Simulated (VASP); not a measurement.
Runs of VASP 6.6.1 on CuO. The structure is that of space group P4_2/mmc (No. 131), or close to it. The cells are those of the table. 

```tsv
task	cell	cutoff (eV)	gap on the mesh (eV)	pressure (GPa)
single point	a = 2.907, b = 2.907, c = 5.139 Å, angles 90.0, 90.0, 90.1°, 4 atoms	520	none	(a)
relaxation of cell and atoms	relaxed to 5 GPa from a = 2.910, b = 2.910, c = 5.111 Å, angles 90.0, 90.0, 90.1°, 4 atoms	600	none	5.0
relaxation of shape and atoms at fixed volume	relaxed from a = 2.919, b = 2.919, c = 5.099 Å, angles 90.0, 90.0, 90.2°, 4 atoms	600	none	4.9
relaxation of shape and atoms at fixed volume	relaxed from a = 2.877, b = 2.877, c = 5.086 Å, angles 90.0, 90.0, 90.1°, 4 atoms	600	none	10.1
single point	a = 2.770, b = 2.770, c = 5.137 Å, angles 90.0, 90.0, 90.2°, 4 atoms	520	none	23.3
single point	a = 2.818, b = 2.818, c = 5.132 Å, angles 90.0, 90.0, 90.1°, 4 atoms	520	none	16.4
single point	a = 2.988, b = 2.988, c = 5.166 Å, angles 90.0, 90.0, 90.1°, 4 atoms	520	none	-3.2
relaxation of cell and atoms	relaxed to 10 GPa from a = 2.872, b = 2.872, c = 5.086 Å, angles 90.0, 90.0, 90.1°, 4 atoms	600	none	10.0
```

Alike in all rows: level PBE; potentials or basis VASP PAW PBE potentials, release 64 (Cu, O); no spin polarisation; k mesh 14 × 14 × 8; smearing gaussian 0.1 eV.

Question: Fill in the values left out.

Answer: (a) 5.2.

Caveats: semilocal functionals often make such compounds metallic where correlation or magnetic order opens a gap, which also shifts bond lengths; the cell stands under pressure (at least some runs); the cell is relaxed towards a set pressure, so the run minimises the enthalpy, not the energy (at least some runs); the cell stands under tension (at least some runs).

A gap of «none» marks levels without a gap at the run's occupations.
